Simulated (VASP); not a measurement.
# FePt (P4/mmm) in VASP: notebook

The runs below take FePt through single point, relaxation of cell and atoms, with PBE.

Program: VASP 6.6.1. These are calculated values, not measurements. Logs are shortened: lines on timing, memory, paths and dates and some standing lists are left out, and cuts for length are marked.

## 1. The cell of the first run

Symmetry: P4/mmm, No. 123, tetragonal system. The conventional cell has a = 2.722 Å, b = 2.722 Å, c = 3.700 Å, α = 90.00°, β = 90.00°, γ = 90.00°. Fe (site symmetry 4/mmm) has 8 Pt at 2.67 Å and 4 Fe at 2.72 Å within 3.5 Å. Pt (site symmetry 4/mmm) has 8 Fe at 2.67 Å and 4 Pt at 2.72 Å within 3.5 Å.

## 2. Single point, PBE, collinear spin, ferromagnetic start

File INCAR:

```
SYSTEM = FePt
ALGO = Fast
EDIFF = 1E-6
ENCUT = 520
GGA = PE
ISIF = 2
ISMEAR = 0
ISPIN = 2
LASPH = .True.
LCHARG = .False.
LMAXMIX = 4
LORBIT = 11
LREAL = .False.
LWAVE = .False.
MAGMOM = 4 0
NBANDS = 20
NELM = 150
PREC = Accurate
SIGMA = 0.1
```

File KPOINTS:

```
k-points
0
Gamma
  6 6 6
  0 0 0
```

File POSCAR:

```
FePt
1.0
    2.7216539400      0.0000000000      0.0000000000
    0.0000000000      2.7216539400      0.0000000000
    0.0000000000      0.0000000000      3.7000000500
Fe Pt
1 1
Direct
    0.5000000000      0.5000000000      0.5000000000
    0.0000000000      0.0000000000      0.0000000000
```

Potentials or basis: VASP PAW PBE potentials, release 64 (Fe, Pt).

Launch:

```
cat potpaw_PBE.64/Fe/POTCAR potpaw_PBE.64/Pt/POTCAR > POTCAR
mpirun -np 1 vasp_std > vasp.out
```

OUTCAR:

```text
SYSTEM = FePt
   EDIFF = 1E-6
   ENCUT = 520
   GGA = PE
   ISIF = 2
   ISMEAR = 0
   ISPIN = 2
   LASPH = .True.
   LORBIT = 11
   LREAL = .False.
   NELM = 150
   PREC = Accurate

 ion  position               nearest neighbor table
   1  0.500  0.500  0.500-   2 2.67   2 2.67   2 2.67   2 2.67   2 2.67   2 2.67   2 2.67   2 2.67

   2  0.000  0.000  0.000-   1 2.67   1 2.67   1 2.67   1 2.67   1 2.67   1 2.67   1 2.67   1 2.67

  LATTYP: Found a simple tetragonal cell.
 ALAT       =     2.7216539400
 C/A-ratio  =     1.3594674898

  Lattice vectors:

 A1 = (   2.7216539400,   0.0000000000,   0.0000000000)
 A2 = (   0.0000000000,   2.7216539400,   0.0000000000)
 A3 = (   0.0000000000,   0.0000000000,   3.7000000500)

Analysis of symmetry for initial positions (statically):
=====================================================================
 Subroutine PRICEL returns:
 Original cell was already a primitive cell.

 Routine SETGRP: Setting up the symmetry group for a
 simple tetragonal supercell.

 Subroutine GETGRP returns: Found 16 space group operations
 (whereof 16 operations were pure point group operations)
 out of a pool of 16 trial point group operations.

The static configuration has the point symmetry D_4h.

Analysis of symmetry for dynamics (positions and initial velocities):
=====================================================================
 Subroutine PRICEL returns:
 Original cell was already a primitive cell.

 Routine SETGRP: Setting up the symmetry group for a
 simple tetragonal supercell.

 Subroutine GETGRP returns: Found 16 space group operations
 (whereof 16 operations were pure point group operations)
 out of a pool of 16 trial point group operations.

The dynamic configuration has the point symmetry D_4h.

Analysis of structural, dynamic, and magnetic symmetry:
=====================================================================
 Subroutine PRICEL returns:
 Original cell was already a primitive cell.

 Routine SETGRP: Setting up the symmetry group for a
 simple tetragonal supercell.

 Subroutine GETGRP returns: Found 16 space group operations
 (whereof 16 operations were pure point group operations)
 out of a pool of 16 trial point group operations.

The overall configuration has the point symmetry D_4h.

 Subroutine INISYM returns: Found 16 space group operations
 (whereof 16 operations are pure point group operations),
 and found     1 'primitive' translations

----------------------------------------------------------------------------------------

                                     Primitive cell

  volume of cell :      27.4074

  direct lattice vectors                    reciprocal lattice vectors
     2.721653940  0.000000000  0.000000000     0.367423641  0.000000000  0.000000000
     0.000000000  2.721653940  0.000000000     0.000000000  0.367423641  0.000000000
     0.000000000  0.000000000  3.700000050     0.000000000  0.000000000  0.270270267

  length of vectors
     2.721653940  2.721653940  3.700000050     0.367423641  0.367423641  0.270270267

  position of ions in fractional coordinates (direct lattice)
     0.500000000  0.500000000  0.500000000
     0.000000000  0.000000000  0.000000000

  ion indices of the primitive-cell ions
   primitive index   ion index
                 1           1
                 2           2

----------------------------------------------------------------------------------------

 KPOINTS: k-points

Automatic generation of k-mesh.
 Grid dimensions read from file:
 generate k-points for:    6    6    6

 Generating k-lattice:

  Cartesian coordinates                     Fractional coordinates (reciprocal lattice)
     0.061237273  0.000000000  0.000000000     0.166666667  0.000000000  0.000000000
     0.000000000  0.061237273  0.000000000     0.000000000  0.166666667  0.000000000
     0.000000000  0.000000000  0.045045044     0.000000000  0.000000000  0.166666667

  Length of vectors
     0.061237273  0.061237273  0.045045044

  Shift w.r.t. Gamma in fractional coordinates (k-lattice)
     0.000000000  0.000000000  0.000000000

 Subroutine IBZKPT returns following result:
 ===========================================

 Found     40 irreducible k-points:

 Following reciprocal coordinates:
            Coordinates               Weight
  0.000000  0.000000  0.000000      1.000000
  0.166667  0.000000  0.000000      4.000000
  0.333333  0.000000  0.000000      4.000000
  0.500000  0.000000  0.000000      2.000000
  0.166667  0.166667  0.000000      4.000000
  0.333333  0.166667  0.000000      8.000000
[... 16 lines left out ...]
  0.333333  0.000000  0.333333      8.000000
  0.500000  0.000000  0.333333      4.000000
 [... further k-points ...]
   k-points           NKPTS =     40   k-points in BZ     NKDIM =     40   number of bands    NBANDS=     20
   number of dos      NEDOS =    301   number of ions     NIONS =      2
   total plane-waves  NPLWV =  11200
   dimension x,y,z NGX =    20 NGY =   20 NGZ =   28
   dimension x,y,z NGXF=    40 NGYF=   40 NGZF=   56
   ions per type =               1   1
   NGX,Y,Z   is equivalent  to a cutoff of  12.22, 12.22, 12.58 a.u.
   NGXF,Y,Z  is equivalent  to a cutoff of  24.43, 24.43, 25.16 a.u.
 SYSTEM =  FePt
   PREC   = accura    normal or accurate (medium, high low for compatibility)
   ISTART =      0    job   : 0-new  1-cont  2-samecut
   ICHARG =      2    charge: 1-file 2-atom 10-const
   ISPIN  =      2    spin polarized calculation?
   LNONCOLLINEAR =      F non collinear calculations
   LSORBIT =      F    spin-orbit coupling
   LASPH  =      T    aspherical Exc in radial PAW
   ENCUT  =  520.0 eV  38.22 Ry    6.18 a.u.   5.06  5.06  6.88*2*pi/ulx,y,z
   NELM   =    150;   NELMIN=  2; NELMDL= -5     # of ELM steps
   EDIFF  = 0.1E-05   stopping-criterion for ELM
   LREAL  =      F    real-space projection
   EDIFFG = 0.1E-04   stopping-criterion for IOM
   NSW    =      0    number of steps for IOM
   IBRION =     -1    ionic relax: 0-MD 1-quasi-New 2-CG
   NFREE  =      0    steps in history (QN), initial steepest desc. (CG)
   ISIF   =      2    stress and relaxation
   ISYM   =      2    0-nonsym 1-usesym 2-fastsym
   POTIM  = 0.5000    time-step for ionic-motion
   TEBEG  =    0.0;   TEEND  =   0.0 temperature during run
   PSTRESS=    0.0 pullay stress
   NELECT =      18.0000    total number of electrons
   NUPDOWN=      -1.0000    fix difference up-down
   EMIN   =  10.00;   EMAX   =-10.00  energy-range for DOS
   EFERMI =   0.00;   METHOD = LEGACY
   ISMEAR =     0;   SIGMA  =   0.10  broadening in eV -4-tet -1-fermi 0-gaus
   EFERMI_NEDOS =   21; number of points for ismear=-14 and -15
   IALGO  =     68    algorithm
   IMIX   =      4    mixing-type and parameters
     AMIX     =   0.40;   BMIX     =  1.00
     AMIX_MAG =   1.60;   BMIX_MAG =  1.00
  volume/ion in A,a.u.               =      13.70        92.48
  Fermi-wavevector in a.u.,A,eV,Ry     =   1.423016  2.689111 27.551456  2.024975
  Thomas-Fermi vector in A             =   2.543659
   LORBIT       =     11    0 simple, 1 ext, 2 COOP (PROOUT), +10 PAW based schemes
   GGA     = PE    functional components
   LHFCALC =     F    Hartree Fock is set to
   AEXX    =    0.0000 exact exchange contribution
   IVDW    =     0    specifies the selected vdW correction
   LEPSILON=     F    determine dielectric tensor
   LRPA    =     F    only Hartree local field effects (RPA)
 spin polarized calculation
 RMM-DIIS sequential band-by-band and
 Gauss-broadening in eV      SIGMA  =   0.10
  energy-cutoff  :      520.00
  volume of cell :       27.41
 maximum number of plane-waves:       760
   NGX = 11   NGY = 11   NGZ = 13

 number of electron      17.9999998 magnetization       3.3234406

 Free energy of the ion-electron system (eV)
  ---------------------------------------------------
  ext. energy  EPLUGINS =         0.00000000
  ---------------------------------------------------
  free energy    TOTEN  =       -14.82529272 eV

  energy without entropy =      -14.81602482  energy(sigma->0) =      -14.82065877

 E-fermi :   8.7687     XC(G=0): -13.0968

 val. band max:        8.7441356372   @ k =   0.5000   0.1667   0.5000
 cond. band min:       8.7799895610   @ k =   0.3333   0.1667   0.3333
 fundamental gap:      0.0358539237
 Fermi energy:         8.7686937174

 spin component 1

 k-point     1 :       0.0000    0.0000    0.0000
  band No.  band energies     occupation
      1      -0.8564      1.00000
      2       2.3943      1.00000
      3       2.5657      1.00000
      4       5.3059      1.00000
      5       5.3059      1.00000
      6       5.8969      1.00000
[... 12 lines left out ...]
     19      30.3386      0.00000
     20      30.3389      0.00000

 k-point     2 :       0.1667    0.0000    0.0000
  band No.  band energies     occupation
      1      -0.1578      1.00000
      2       2.7257      1.00000
      3       3.0802      1.00000
      4       5.0257      1.00000
      5       5.5105      1.00000
      6       6.0343      1.00000
[... 12 lines left out ...]
     19      30.5250      0.00000
     20      31.6482      0.00000

 k-point     3 :       0.3333    0.0000    0.0000
  band No.  band energies     occupation
      1       1.4989      1.00000
      2       3.4632      1.00000
      3       4.2243      1.00000
      4       4.3617      1.00000
      5       5.6881      1.00000
      6       5.8119      1.00000
[... 12 lines left out ...]
     19      30.4408      0.00000
     20      31.2140      0.00000

 k-point     4 :       0.5000    0.0000    0.0000
  band No.  band energies     occupation
      1       2.5893      1.00000
      2       3.9850      1.00000
      3       4.2810      1.00000
      4       4.4578      1.00000
      5       5.3244      1.00000
      6       5.3502      1.00000
[... 429 lines left out ...]
 k-point    23 :       0.3333    0.0000    0.3333
  band No.  band energies     occupation
      1       1.9028      1.00000
      2       2.8816      1.00000
      3       4.7385      1.00000
      4       5.3458      1.00000
      5       5.4448      1.00000
      6       5.7612      1.00000
[... 12 lines left out ...]
     19      30.2961      0.00000
     20      31.3588      0.00000

 k-point    24 :       0.5000    0.0000    0.3333
  band No.  band energies     occupation
      1       2.3146      1.00000
      2       2.4491      1.00000
      3       4.9802      1.00000
      4       5.1774      1.00000
      5       5.4209      1.00000
      6       5.6335      1.00000
[... 12 lines left out ...]
     19      29.3722      0.00000
     20      29.5355      0.00000

 [... further k-points ...]

 spin component 2

 k-point     1 :       0.0000    0.0000    0.0000
  band No.  band energies     occupation
      1      -0.7058      1.00000
      2       2.9660      1.00000
      3       2.9788      1.00000
      4       6.4129      1.00000
      5       6.4129      1.00000
      6       8.0043      1.00000
[... 12 lines left out ...]
     19      30.4491      0.00000
     20      30.4493      0.00000

 k-point     2 :       0.1667    0.0000    0.0000
  band No.  band energies     occupation
      1      -0.0040      1.00000
      2       3.2276      1.00000
      3       3.5877      1.00000
      4       5.7820      1.00000
      5       6.6095      1.00000
      6       7.5454      1.00000
[... 12 lines left out ...]
     19      30.8746      0.00000
     20      31.7509      0.00000

 k-point     3 :       0.3333    0.0000    0.0000
  band No.  band energies     occupation
      1       1.6538      1.00000
      2       3.8785      1.00000
      3       4.6857      1.00000
      4       4.9187      1.00000
      5       6.6984      1.00000
      6       7.0908      1.00000
[... 12 lines left out ...]
     19      30.4546      0.00000
     20      31.2630      0.00000

 k-point     4 :       0.5000    0.0000    0.0000
  band No.  band energies     occupation
      1       2.7235      1.00000
      2       4.2141      1.00000
      3       4.4950      1.00000
      4       5.2855      1.00000
      5       6.3134      1.00000
      6       7.4153      1.00000
[... 429 lines left out ...]
 k-point    23 :       0.3333    0.0000    0.3333
  band No.  band energies     occupation
      1       2.2190      1.00000
      2       3.2830      1.00000
      3       5.2983      1.00000
      4       5.7634      1.00000
      5       6.3185      1.00000
      6       6.7748      1.00000
[... 12 lines left out ...]
     19      30.7547      0.00000
     20      31.7720      0.00000

 k-point    24 :       0.5000    0.0000    0.3333
  band No.  band energies     occupation
      1       2.7592      1.00000
      2       2.8490      1.00000
      3       5.4666      1.00000
      4       5.9426      1.00000
      5       6.6885      1.00000
      6       7.5803      1.00000
[... 12 lines left out ...]
     19      29.6440      0.00000
     20      29.7909      0.00000

 [... further k-points ...]

------------------------ aborting loop because EDIFF is reached ----------------------------------------

  FORCE on cell =-STRESS in cart. coord.  units (eV):
  Direction    XX          YY          ZZ          XY          YZ          ZX
  --------------------------------------------------------------------------------------
  -------------------------------------------------------------------------------------
  Total        0.5482330      0.5482330      1.2465941      0.0000000      0.0000000      0.0000000
  in kB       32.0485394     32.0485394     72.8732457      0.0000000      0.0000000      0.0000000
  external PRESSURE =      45.6567748 kB  Pullay stress =       0.0000000 kB

 VOLUME and BASIS-vectors are now :
 -----------------------------------------------------------------------------
  energy-cutoff  :      520.00
  volume of cell :       27.41
      direct lattice vectors                 reciprocal lattice vectors
     2.721653940  0.000000000  0.000000000     0.367423641  0.000000000  0.000000000
     0.000000000  2.721653940  0.000000000     0.000000000  0.367423641  0.000000000
     0.000000000  0.000000000  3.700000050     0.000000000  0.000000000  0.270270267

 POSITION                                       TOTAL-FORCE (eV/Angst)
 -----------------------------------------------------------------------------------
      1.36083      1.36083      1.85000         0.000000      0.000000      0.000000
      0.00000      0.00000      0.00000         0.000000      0.000000      0.000000
 -----------------------------------------------------------------------------------
    total drift:                               -0.000000      0.000000      0.000000

  FREE ENERGIE OF THE ION-ELECTRON SYSTEM (eV)
  ---------------------------------------------------
  free  energy   TOTEN  =       -14.8252927153 eV

  energy  without entropy=      -14.8160248223  energy(sigma->0) =      -14.82065877

 total charge

# of ion       s       p       d       tot
------------------------------------------
    1        0.410   0.461   6.128   6.999
    2        0.721   0.669   8.061   9.451
--------------------------------------------------
tot          1.131   1.130  14.190  16.451

 magnetization (x)

# of ion       s       p       d       tot
------------------------------------------
    1        0.002  -0.003   2.938   2.937
    2       -0.023  -0.062   0.442   0.358
--------------------------------------------------
tot         -0.021  -0.065   3.380   3.294
```

Wall time 30 s (1 thread of Intel Xeon Platinum 8488C (Sapphire Rapids), shared host); peak memory 0.16 GiB.

What came out:

```yaml
Free_energy: -14.8253 eV
Pressure: 4.6 GPa
Net_moment: 3.32 μB per cell
Site_moments: Fe +2.94; Pt +0.36 μB
Valence_electrons_inside_the_program's_atomic_spheres: Fe 7.00; Pt 9.45
```

Caveat: the k points lie up to 0.38 Å⁻¹ apart; spin-orbit coupling is left out, which moves the levels of the heavy elements.

[end of part 1 of 3]
